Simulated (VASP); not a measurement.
A run of VASP 6.6.1 is set up as follows.

File INCAR:

```
PREC = Accurate ; ENCUT = 520
EDIFF = 1E-6 ; ISMEAR = 0
SIGMA = 0.02 ; LREAL = Auto
LASPH = T ; NELM = 150
ALGO = Normal ; ISIF = 2
LWAVE = F ; LCHARG = F
ISPIN = 2 ; MAGMOM = 0 0 0 0 0 0 0 0 0 0 0 0 0 0 0 0
LORBIT = 11 ; GGA = CA
NBANDS = 90
```

The input KPOINTS:

```
Automatic mesh
0
Gamma
  3 3 3
```

The input POSCAR:

```
GaAs
1.0
    0.0000000000      5.6033815718     -5.6033815718
    5.6033815718      5.6033815718      0.0000000000
    5.6033815718      0.0000000000     -5.6033815718
Ga As
8 8
Direct
    0.5000000000      0.0000000000      0.5000000000
    0.5000000000      0.5000000000      0.5000000000
    0.0000000000      0.0000000000      0.5000000000
    0.0000000000      0.5000000000      0.5000000000
    0.5000000000      0.0000000000      0.0000000000
    0.5000000000      0.5000000000      0.0000000000
    0.0000000000      0.0000000000      0.0000000000
    0.0000000000      0.5000000000      0.0000000000
    0.1250000000      0.1250000000      0.1250000000
    0.1250000000      0.6250000000      0.1250000000
    0.6250000000      0.1250000000      0.1250000000
    0.6250000000      0.6250000000      0.1250000000
    0.1250000000      0.1250000000      0.6250000000
    0.1250000000      0.6250000000      0.6250000000
    0.6250000000      0.1250000000      0.6250000000
    0.6250000000      0.6250000000      0.6250000000
```

Potentials or basis: VASP PAW LDA potentials, release 64 (Ga_d, As).

The run is started by

```sh
$ cat potpaw_LDA.64/Ga_d/POTCAR potpaw_LDA.64/As/POTCAR > POTCAR
$ mpirun -np 1 vasp_std > vasp.out
```

**Question.** Predict the pressure.

**Answer.** 0.2 GPa.

**Question.** Estimate the net moment.

**Answer.** 0.00 μB per cell.

**Question.** What does it give for the band gap on the k mesh?

**Answer.** 0.53 eV.

Caveat: semilocal functionals underestimate gaps, and a narrow one can read as zero.
